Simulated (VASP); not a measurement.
Runs of VASP 6.6.1 on PbO2. The structure is that of space group Fm-3m (No. 225), or close to it. The cells are those of the table. 

```csv
level,potentials or basis,spin,cell,k mesh,smearing,grid for exact exchange (PRECFOCK),share of exact exchange,screening parameter,gap on the mesh (eV),pressure (GPa),moment (μB)
PBE-based screened hybrid with 25 % exact exchange,"VASP PAW PBE potentials, release 64 (Pb_d, O)",off,"a = 3.821 Å, angles 60.0°, 3 atoms",5 × 5 × 5,fermi-dirac 0.05 eV,Normal,0.25,0.3 1/Å,none,(b),-
r2SCAN0,"VASP PAW PBE potentials, release 64 (Pb_d, O)",off,"a = 3.821 Å, angles 60.0°, 3 atoms",5 × 5 × 5,fermi-dirac 0.05 eV,Normal,0.25,-,none,(a),-
PBE0,"VASP PAW PBE potentials, release 64 (Pb_d, O)",off,"a = 3.725 Å, angles 60.0°, 3 atoms",6 × 6 × 6,fermi-dirac 0.05 eV,Normal,0.25,-,none,0.5,-
LDA,"VASP PAW LDA potentials, release 64 (Pb_d, O)",off,"a = 3.821 Å, angles 60.0°, 3 atoms",9 × 9 × 9,methfessel-paxton 0.025 eV,-,-,-,none,-9.8,-
PBE exchange alone,"VASP PAW PBE potentials, release 64 (Pb_d, O)","non-collinear, zero start, SOC","a = 3.662 Å, angles 60.0°, 3 atoms",9 × 9 × 9,fermi-dirac 0.15 eV,-,-,-,-,46.4,0.00
RPBE+D3(BJ),"VASP PAW PBE potentials, release 64 (Pb_d, O)",off,"a = 3.547 Å, angles 60.0°, 3 atoms",5 × 5 × 5,methfessel-paxton 0.005 eV,-,-,-,none,31.5,-
PBEsol-based screened hybrid with 25 % exact exchange,"VASP PAW PBE potentials, release 64 (Pb_d, O)",off,"a = 3.821 Å, angles 60.0°, 3 atoms",5 × 5 × 5,fermi-dirac 0.05 eV,Normal,0.25,0.207 1/Å,none,-14.9,-
LDA,"VASP PAW LDA potentials, release 64 (Pb_d, O)","non-collinear, typed start, SOC","a = 3.547 Å, angles 60.0°, 3 atoms",9 × 9 × 9,tetrahedron,-,-,-,-,37.6,0.00
PBEsol,"VASP PAW PBE potentials, release 64 (Pb_d, O)","non-collinear, zero start, SOC","a = 3.821 Å, angles 60.0°, 3 atoms",9 × 9 × 9,fermi-dirac 0.05 eV,-,-,-,-,-5.8,0.00
```

Question: Estimate the missing entries.

Answer: (a) -14.8; (b) -10.2.

Caveats: some runs use coarse meshes; the PAW data sets were made with another functional, which shifts forces and pressure a little (at least some runs); spin-orbit coupling is left out, which moves the levels of the heavy elements (at least some runs); the cell stands under tension (at least some runs); the cell stands under pressure (at least some runs); three body term missing (at least some runs); the dispersion term is far too large for a dense solid, which distorts pressure and volume (at least some runs); semilocal functionals underestimate gaps, and a narrow one can read as zero (at least some runs).

A k mesh can miss the band edges, and rows without SOC leave out spin-orbit coupling on Pb.

A gap of «none» marks levels without a gap at the run's occupations.
